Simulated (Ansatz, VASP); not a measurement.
# C: VASP beside Ansatz

The input INCAR:

```
SYSTEM = C
  PREC = Accurate
  ENCUT = 600
  EDIFF = 1E-6
  ISMEAR = 0
  SIGMA = 0.1
  LREAL = .FALSE.
  LASPH = .TRUE.
  NELM = 100
  ALGO = Normal
  ISIF = 3
  LWAVE = .FALSE.
  LCHARG = .FALSE.
  GGA = PE
  IBRION = 2
  NSW = 100
  EDIFFG = -0.005
```

The input KPOINTS:

```
Automatic mesh
0
G
  18 18 6
  0 0 0
```

The input POSCAR:

```
C
1.0
    2.4561701622      0.0000000000      0.0000000000
   -1.2280850811      2.1271057565      0.0000000000
    0.0000000000      0.0000000000      8.5238033600
C
2
Direct
    0.3333333300      0.6666666700      0.0000000000
    0.6666666700      0.3333333300      0.0000000000
```

Input for Ansatz:

```yaml
crystal:
  lattice:
    - [2.4561701622, 0.0, 0.0]
    - [-1.2280850811, 2.1271057565, 0.0]
    - [0.0, 0.0, 8.52380336]
  atoms:
    - { symbol: C, position: [0.33333333, 0.66666667, 0.0] }
    - { symbol: C, position: [0.66666667, 0.33333333, 0.0] }
basis:
  ecutwfc: 420
kpoints:
  mp_grid: { grid: [18, 18, 6] }
hamiltonian:
  xc: pbe
scf:
  occupations: { method: gaussian, width: 0.1 }
output:
  forces: true
  stress: true
  eigenvalues: true
  write_density: true
  write_potential: true
  elf: true
  volumetric_format: npy
relax:
  adjacent_minimum: "off"
  f_tol: 0.005
  max_steps: 80
  cell: { stress_tol: 0.05 }
```

Alike in both runs: task relaxation of cell and atoms; functional PBE; k mesh 18 × 18 × 6; occupations gaussian, width 0.1 eV; no spin polarisation.

|  | VASP | Ansatz |
| --- | --- | --- |
| version | VASP 6.6.1 | Ansatz 0.2.0 |
| potentials or method | VASP PAW PBE potentials, release 64 (C), cutoff 600 eV | scalar-relativistic, plane waves, PAW |
| valence electrons in the cell | 8 | 8 |

VASP gave:

| Property | Result |
| --- | --- |
| gap on the k mesh at the Fermi level, each at its own relaxed structure (eV) | none |
| relaxed volume (Å³/atom) | 11.71 |
| relaxed length of the cell vector where the two differ most in proportion (Å) | 4.444 |

Question: Which values does Ansatz return?

Answer: gap on the k mesh at the Fermi level, each at its own relaxed structure (eV): none; relaxed volume (Å³/atom): 22.45; relaxed length of the cell vector where the two differ most in proportion (Å): 8.521.

A gap of «none» marks a metal or a gap that the smearing closes. One of these differences is far larger than is usual between the two programs; its cause wasn't traced. Ansatz's warnings: xc potential rough in thin density.

Noted on VASP's run: the volume moved by over 15 % at a fixed basis, so the end points are rough.
